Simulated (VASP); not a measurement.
# AlN (Fm-3m) in VASP: further runs

The runs below take AlN through single point, with PBE, revPBE.

Program: VASP 6.6.1. These are calculated values, not measurements. Logs are shortened: lines on timing, memory, paths and dates and some standing lists are left out, and cuts for length are marked.

### 1 The cell of the first run

Symmetry: Fm-3m, No. 225, cubic system. Conventional cell: a = 3.956 Å, b = 3.956 Å, c = 3.956 Å, α = 90.00°, β = 90.00°, γ = 90.00°. Al (site symmetry m-3m) has 6 N at 1.98 Å within 2.6 Å. Within 2.6 Å of N (site symmetry m-3m) lie 6 Al at 1.98 Å.

### 2 Single point, PBE

INCAR reads:

```
  PREC = Accurate
  ENCUT = 520
  EDIFF = 1E-6
  ISMEAR = 0
  SIGMA = 0.05
  LREAL = False
  LASPH = True
  NELM = 100
  ALGO = Normal
  ISIF = 2
  LWAVE = False
  LCHARG = False
  GGA = PE
  NBANDS = 11
```

KPOINTS reads:

```
Automatic mesh
0
Gamma
  10 10 10
```

POSCAR reads:

```
AlN
1.0
    0.0000000000      1.9780005664      1.9780005664
    1.9780005664      0.0000000000      1.9780005664
    1.9780005664      1.9780005664      0.0000000000
Al N
1 1
Direct
    0.0000000000      0.0000000000      0.0000000000
    0.5000000000      0.5000000000      0.5000000000
```

Potentials or basis: VASP PAW PBE potentials, release 64 (Al, N).

Command:

```
$ cat potpaw_PBE.64/Al/POTCAR potpaw_PBE.64/N/POTCAR > POTCAR
$ mpirun -np 1 vasp_std > vasp.out
```

OUTCAR:

```text
PREC = Accurate
   ENCUT = 520
   EDIFF = 1E-6
   ISMEAR = 0
   LREAL = False
   LASPH = True
   NELM = 100
   ISIF = 2
   GGA = PE

 ion  position               nearest neighbor table
   1  0.000  0.000  0.000-   2 1.98   2 1.98   2 1.98   2 1.98   2 1.98   2 1.98
   2  0.500  0.500  0.500-   1 1.98   1 1.98   1 1.98   1 1.98   1 1.98   1 1.98

  LATTYP: Found a face centered cubic cell.
 ALAT       =     3.9560011328

  Lattice vectors:

 A1 = (   0.0000000000,   1.9780005664,   1.9780005664)
 A2 = (   1.9780005664,   0.0000000000,   1.9780005664)
 A3 = (   1.9780005664,   1.9780005664,   0.0000000000)

Analysis of symmetry for initial positions (statically):
=====================================================================
 Subroutine PRICEL returns:
 Original cell was already a primitive cell.

 Routine SETGRP: Setting up the symmetry group for a
 face centered cubic supercell.

 Subroutine GETGRP returns: Found 48 space group operations
 (whereof 48 operations were pure point group operations)
 out of a pool of 48 trial point group operations.

The static configuration has the point symmetry O_h .

Analysis of symmetry for dynamics (positions and initial velocities):
=====================================================================
 Subroutine PRICEL returns:
 Original cell was already a primitive cell.

 Routine SETGRP: Setting up the symmetry group for a
 face centered cubic supercell.

 Subroutine GETGRP returns: Found 48 space group operations
 (whereof 48 operations were pure point group operations)
 out of a pool of 48 trial point group operations.

The dynamic configuration has the point symmetry O_h .

 Subroutine INISYM returns: Found 48 space group operations
 (whereof 48 operations are pure point group operations),
 and found     1 'primitive' translations

----------------------------------------------------------------------------------------

                                     Primitive cell

  volume of cell :      15.4778

  direct lattice vectors                    reciprocal lattice vectors
     0.000000000  1.978000566  1.978000566    -0.252780514  0.252780514  0.252780514
     1.978000566  0.000000000  1.978000566     0.252780514 -0.252780514  0.252780514
     1.978000566  1.978000566  0.000000000     0.252780514  0.252780514 -0.252780514

  length of vectors
     2.797315227  2.797315227  2.797315227     0.437828694  0.437828694  0.437828694

  position of ions in fractional coordinates (direct lattice)
     0.000000000  0.000000000  0.000000000
     0.500000000  0.500000000  0.500000000

  ion indices of the primitive-cell ions
   primitive index   ion index
                 1           1
                 2           2

----------------------------------------------------------------------------------------

 KPOINTS: Automatic mesh

Automatic generation of k-mesh.
 Grid dimensions read from file:
 generate k-points for:   10   10   10

 Generating k-lattice:

  Cartesian coordinates                     Fractional coordinates (reciprocal lattice)
    -0.025278051  0.025278051  0.025278051     0.100000000  0.000000000  0.000000000
     0.025278051 -0.025278051  0.025278051     0.000000000  0.100000000  0.000000000
     0.025278051  0.025278051 -0.025278051     0.000000000  0.000000000  0.100000000

  Length of vectors
     0.043782869  0.043782869  0.043782869

  Shift w.r.t. Gamma in fractional coordinates (k-lattice)
     0.000000000  0.000000000  0.000000000

 Subroutine IBZKPT returns following result:
 ===========================================

 Found     47 irreducible k-points:

 Following reciprocal coordinates:
            Coordinates               Weight
  0.000000  0.000000  0.000000      1.000000
  0.100000  0.000000  0.000000      8.000000
  0.200000  0.000000  0.000000      8.000000
  0.300000  0.000000  0.000000      8.000000
  0.400000  0.000000  0.000000      8.000000
  0.500000  0.000000  0.000000      4.000000
[... 16 lines left out ...]
  0.300000  0.300000  0.000000      6.000000
  0.400000  0.300000  0.000000     24.000000
 [... further k-points ...]
   k-points           NKPTS =     47   k-points in BZ     NKDIM =     47   number of bands    NBANDS=     11
   number of dos      NEDOS =    301   number of ions     NIONS =      2
   total plane-waves  NPLWV =  13824
   dimension x,y,z NGX =    24 NGY =   24 NGZ =   24
   dimension x,y,z NGXF=    48 NGYF=   48 NGZF=   48
   ions per type =               1   1
   NGX,Y,Z   is equivalent  to a cutoff of  14.26, 14.26, 14.26 a.u.
   NGXF,Y,Z  is equivalent  to a cutoff of  28.53, 28.53, 28.53 a.u.
 SYSTEM =  unknown system
   PREC   = accura    normal or accurate (medium, high low for compatibility)
   ISTART =      0    job   : 0-new  1-cont  2-samecut
   ICHARG =      2    charge: 1-file 2-atom 10-const
   ISPIN  =      1    spin polarized calculation?
   LNONCOLLINEAR =      F non collinear calculations
   LSORBIT =      F    spin-orbit coupling
   LASPH  =      T    aspherical Exc in radial PAW
   ENCUT  =  520.0 eV  38.22 Ry    6.18 a.u.   5.20  5.20  5.20*2*pi/ulx,y,z
   NELM   =    100;   NELMIN=  2; NELMDL= -5     # of ELM steps
   EDIFF  = 0.1E-05   stopping-criterion for ELM
   LREAL  =      F    real-space projection
   EDIFFG = 0.1E-04   stopping-criterion for IOM
   NSW    =      0    number of steps for IOM
   IBRION =     -1    ionic relax: 0-MD 1-quasi-New 2-CG
   NFREE  =      0    steps in history (QN), initial steepest desc. (CG)
   ISIF   =      2    stress and relaxation
   ISYM   =      2    0-nonsym 1-usesym 2-fastsym
   POTIM  = 0.5000    time-step for ionic-motion
   TEBEG  =    0.0;   TEEND  =   0.0 temperature during run
   PSTRESS=    0.0 pullay stress
   NELECT =       8.0000    total number of electrons
   NUPDOWN=      -1.0000    fix difference up-down
   EMIN   =  10.00;   EMAX   =-10.00  energy-range for DOS
   EFERMI =   0.00;   METHOD = LEGACY
   ISMEAR =     0;   SIGMA  =   0.05  broadening in eV -4-tet -1-fermi 0-gaus
   EFERMI_NEDOS =   21; number of points for ismear=-14 and -15
   IALGO  =     38    algorithm
   IMIX   =      4    mixing-type and parameters
     AMIX     =   0.40;   BMIX     =  1.00
     AMIX_MAG =   1.60;   BMIX_MAG =  1.00
  volume/ion in A,a.u.               =       7.74        52.22
  Fermi-wavevector in a.u.,A,eV,Ry     =   1.313818  2.482755 23.485244  1.726117
  Thomas-Fermi vector in A             =   2.444114
   LORBIT       =      0    0 simple, 1 ext, 2 COOP (PROOUT), +10 PAW based schemes
   GGA     = PE    functional components
   LHFCALC =     F    Hartree Fock is set to
   AEXX    =    0.0000 exact exchange contribution
   IVDW    =     0    specifies the selected vdW correction
   LEPSILON=     F    determine dielectric tensor
   LRPA    =     F    only Hartree local field effects (RPA)
 non-spin polarized calculation
 Gauss-broadening in eV      SIGMA  =   0.05
  energy-cutoff  :      520.00
  volume of cell :       15.48
 maximum number of plane-waves:       444
 NGX is ok and might be reduce to    24
   NGX = 11   NGY = 11   NGZ = 11

 number of electron       8.0000000 magnetization

 Free energy of the ion-electron system (eV)
  ---------------------------------------------------
  ext. energy  EPLUGINS =         0.00000000
  ---------------------------------------------------
  free energy    TOTEN  =       -14.44466202 eV

  energy without entropy =      -14.44466202  energy(sigma->0) =      -14.44466202

 E-fermi :  11.0669     XC(G=0): -12.5954

 val. band max:       10.8358307977   @ k =   0.0000   0.0000   0.0000
 cond. band min:      16.0215282687   @ k =   0.5000   0.5000   0.0000
 fundamental gap:      5.1856974710
 Fermi energy:        11.0668990695

 k-point     1 :       0.0000    0.0000    0.0000
  band No.  band energies     occupation
      1      -7.3265      2.00000
      2      10.8358      2.00000
      3      10.8358      2.00000
      4      10.8358      2.00000
      5      17.4917      0.00000
      6      23.2124      0.00000
      7      23.2124      0.00000
      8      23.2124      0.00000
      9      28.5338      0.00000
     10      29.1123      0.00000
     11      29.1123      0.00000

 k-point     2 :       0.1000    0.0000    0.0000
  band No.  band energies     occupation
      1      -7.1083      2.00000
      2       9.8104      2.00000
      3      10.6984      2.00000
      4      10.6984      2.00000
      5      18.0717      0.00000
      6      22.3187      0.00000
      7      23.5465      0.00000
      8      23.5465      0.00000
      9      27.7106      0.00000
     10      27.7106      0.00000
     11      29.9210      0.00000

 k-point     3 :       0.2000    0.0000    0.0000
  band No.  band energies     occupation
      1      -6.4721      2.00000
      2       7.5862      2.00000
      3      10.3659      2.00000
      4      10.3659      2.00000
      5      18.5021      0.00000
      6      22.0426      0.00000
      7      23.8764      0.00000
      8      23.8764      0.00000
      9      27.0512      0.00000
     10      27.0512      0.00000
     11      29.4399      0.00000

 k-point     4 :       0.3000    0.0000    0.0000
  band No.  band energies     occupation
      1      -5.4914      2.00000
      2       5.1275      2.00000
      3       9.9988      2.00000
      4       9.9988      2.00000
      5      18.0134      0.00000
      6      23.2569      0.00000
      7      23.2569      0.00000
      8      23.2853      0.00000
      9      28.5286      0.00000
     10      28.5286      0.00000
     11      28.5352      0.00000

 k-point     5 :       0.4000    0.0000    0.0000
  band No.  band energies     occupation
      1      -4.3855      2.00000
      2       3.0336      2.00000
      3       9.7296      2.00000
      4       9.7296      2.00000
      5      17.5538      0.00000
      6      22.6127      0.00000
      7      22.6127      0.00000
      8      24.6001      0.00000
      9      27.8883      0.00000
     10      30.8597      0.00000
     11      30.8597      0.00000
[... 211 lines left out ...]
 k-point    21 :      -0.3000    0.2000    0.0000
  band No.  band energies     occupation
      1      -4.1615      2.00000
      2       4.1921      2.00000
      3       6.9308      2.00000
      4       9.5871      2.00000
      5      19.5529      0.00000
      6      21.3033      0.00000
      7      23.0159      0.00000
      8      23.8450      0.00000
      9      28.3361      0.00000
     10      30.8730      0.00000
     11      32.7161      0.00000

 k-point    22 :      -0.2000    0.2000    0.0000
  band No.  band energies     occupation
      1      -5.1743      2.00000
      2       5.7232      2.00000
      3       7.6818      2.00000
      4      10.0567      2.00000
      5      20.1801      0.00000
      6      21.1354      0.00000
      7      22.4588      0.00000
      8      24.0705      0.00000
      9      26.2149      0.00000
     10      30.6686      0.00000
     11      32.4647      0.00000

 k-point    23 :       0.3000    0.3000    0.0000
  band No.  band energies     occupation
      1      -4.9153      2.00000
      2       5.8337      2.00000
      3       8.6797      2.00000
      4       8.6797      2.00000
      5      17.4868      0.00000
      6      18.4335      0.00000
      7      23.3851      0.00000
      8      27.2750      0.00000
      9      27.2750      0.00000
     10      31.9970      0.00000
     11      35.9960      0.00000

 k-point    24 :       0.4000    0.3000    0.0000
  band No.  band energies     occupation
      1      -4.0930      2.00000
      2       4.7170      2.00000
      3       7.8550      2.00000
      4       8.4056      2.00000
      5      17.2746      0.00000
      6      18.1345      0.00000
      7      23.8184      0.00000
      8      27.2761      0.00000
      9      28.1265      0.00000
     10      33.4084      0.00000
     11      36.6476      0.00000

 [... further k-points ...]
[... 5 lines left out ...]
  --------------------------------------------------------------------------------------
  -------------------------------------------------------------------------------------
  Total        2.4366281      2.4366281      2.4366281      0.0000000      0.0000000     -0.0000000
  in kB      252.2264372    252.2264372    252.2264372      0.0000000      0.0000000     -0.0000000
  external PRESSURE =     252.2264372 kB  Pullay stress =       0.0000000 kB

 VOLUME and BASIS-vectors are now :
 -----------------------------------------------------------------------------
  energy-cutoff  :      520.00
  volume of cell :       15.48
      direct lattice vectors                 reciprocal lattice vectors
     0.000000000  1.978000566  1.978000566    -0.252780514  0.252780514  0.252780514
     1.978000566  0.000000000  1.978000566     0.252780514 -0.252780514  0.252780514
     1.978000566  1.978000566  0.000000000     0.252780514  0.252780514 -0.252780514

 POSITION                                       TOTAL-FORCE (eV/Angst)
 -----------------------------------------------------------------------------------
      0.00000      0.00000      0.00000         0.000000     -0.000000     -0.000000
      1.97800      1.97800      1.97800        -0.000000      0.000000      0.000000
 -----------------------------------------------------------------------------------
    total drift:                               -0.000000     -0.000000      0.000000

  FREE ENERGIE OF THE ION-ELECTRON SYSTEM (eV)
  ---------------------------------------------------
  free  energy   TOTEN  =       -14.4446620232 eV

  energy  without entropy=      -14.4446620232  energy(sigma->0) =      -14.44466202
```

Wall time 3.1 s (1 thread of Intel Xeon 6975P-C (Granite Rapids), shared host); peak memory 0.13 GiB.

What came out:

| Quantity | Value |
| --- | --- |
| Free energy | -14.4447 eV |
| Pressure | 25.2 GPa |
| Band gap on the k mesh | 5.19 eV, indirect (least direct gap 6.66 eV) |

Levels at points of the mesh, in eV from the valence-band top:
```
           k point  band 1  band 2  band 3  band 4  band 5  band 6  band 7  band 8
(0.00, 0.00, 0.00)  -18.16    0.00    0.00    0.00    6.66   12.38   12.38   12.38
(0.50, 0.00, 0.00)  -14.63   -8.73   -1.20   -1.20    6.56   11.54   11.54   14.29
(0.50, 0.50, 0.00)  -13.56   -7.83   -2.97   -2.97    5.19    5.26   14.87   18.31
```

A k mesh can miss the band edges. PBE gaps usually lie below the measured ones, often by a third to a half.

### 3 Single point, revPBE

INCAR reads:

```
ALGO = Normal
EDIFF = 1E-7
ENCUT = 520
GGA = RE
ISIF = 2
ISMEAR = 0
LASPH = True
LCHARG = False
LREAL = False
LWAVE = False
NBANDS = 11
NELM = 80
PREC = Accurate
SIGMA = 0.05
```

KPOINTS reads:

```
k-points
0
Gamma
  10 10 10
```

POSCAR is that of step 2.

Potentials or basis: VASP PAW PBE potentials, release 64 (Al, N).

Command:

```
$ cat potpaw_PBE.64/Al/POTCAR potpaw_PBE.64/N/POTCAR > POTCAR
$ mpirun -np 1 vasp_std > vasp.out
```

It took 3.3 s on 1 thread of Intel Xeon 6975P-C (Granite Rapids), shared host; peak memory 0.13 GiB.

The run converged. Its results:

```yaml
Free_energy: -13.7811 eV
Pressure: 28.8 GPa
Band_gap_on_the_k_mesh: 5.18 eV, indirect (least direct gap 6.67 eV)
```

Levels at points of the mesh, in eV from the valence-band top:
```tsv
k point	band 1	band 2	band 3	band 4	band 5	band 6	band 7	band 8	band 9
(0.00, 0.00, 0.00)	-18.20	0.00	0.00	0.00	6.67	12.38	12.38	12.38	17.69
(0.50, 0.00, 0.00)	-14.69	-8.72	-1.21	-1.21	6.56	11.60	11.60	14.38	16.93
(0.50, 0.50, 0.00)	-13.63	-7.83	-2.97	-2.97	5.18	5.35	14.94	18.42	18.42
```

Caveat: the PAW data sets were made with another functional, which shifts forces and pressure a little.

### 4 Single point, revPBE (volume scaled by 0.98)

INCAR reads:

```
SYSTEM = AlN
PREC     = Accurate       ! precision mode
ENCUT    = 520            ! plane-wave cutoff, eV
EDIFF    = 1E-6           ! SCF threshold, eV
ISMEAR   = 0              ! smearing method
SIGMA    = 0.05           ! smearing width, eV
LREAL    = .FALSE.        ! projectors in reciprocal space
LASPH    = .TRUE.         ! aspherical terms in the spheres
NELM     = 60             ! most SCF steps
ALGO     = Normal         ! electronic algorithm
ISIF     = 2              ! what is computed and relaxed
LWAVE    = .FALSE.        ! write WAVECAR
LCHARG   = .FALSE.        ! write CHGCAR
GGA      = RE             ! functional
NBANDS   = 11             ! bands
```

KPOINTS reads:

```
Automatic mesh
0
G
  10 10 10
  0 0 0
```

POSCAR reads:

```
AlN
1.0
    0.0000000000      2.0307734086      2.0307734086
    2.0307734086      0.0000000000      2.0307734086
    2.0307734086      2.0307734086      0.0000000000
Al N
1 1
Direct
    0.0000000000      0.0000000000      0.0000000000
    0.5000000000      0.5000000000      0.5000000000
```

Command:

```
$ cat potpaw_PBE.64/Al/POTCAR potpaw_PBE.64/N/POTCAR > POTCAR
$ mpirun -np 1 vasp_std > vasp.out
```

It took 3.2 s on 1 thread of Intel Xeon 6975P-C (Granite Rapids), shared host; peak memory 0.13 GiB.

Results (log left out):

* Free energy: -13.9088 eV
* Pressure: 4.6 GPa
* Band gap on the k mesh: 4.57 eV, indirect (least direct gap 5.50 eV)

Levels at points of the mesh, in eV from the valence-band top:
```tsv
k point	band 1	band 2	band 3	band 4	band 5	band 6	band 7	band 8	band 9
(0.00, 0.00, 0.00)	-17.47	0.00	0.00	0.00	5.50	12.13	12.13	12.13	17.22
(0.50, 0.00, 0.00)	-14.28	-8.21	-1.06	-1.06	6.06	10.95	10.95	13.19	16.02
(0.50, 0.50, 0.00)	-13.33	-7.29	-2.76	-2.76	4.57	5.32	13.95	17.14	17.14
```

Caveat: the PAW data sets were made with another functional, which shifts forces and pressure a little. A k mesh can miss the band edges.

### 5 Overview

| level | cell | gap on the mesh (eV) | pressure (GPa) |
| --- | --- | --- | --- |
| PBE | a = 2.797 Å, angles 60.0°, 2 atoms | 5.19 | 25.2 |
| revPBE | a = 2.797 Å, angles 60.0°, 2 atoms | 5.18 | 28.8 |
| revPBE | a = 2.872 Å, angles 60.0°, 2 atoms | 4.57 | 4.6 |

Alike in all rows: task single point; potentials or basis VASP PAW PBE potentials, release 64 (Al, N); no spin polarisation; k mesh 10 × 10 × 10; cutoff (eV) 520; smearing gaussian 0.05 eV.

Caveats: the PAW data sets were made with another functional, which shifts forces and pressure a little (some runs).

Absolute energies hang on the potentials; compare differences alone.
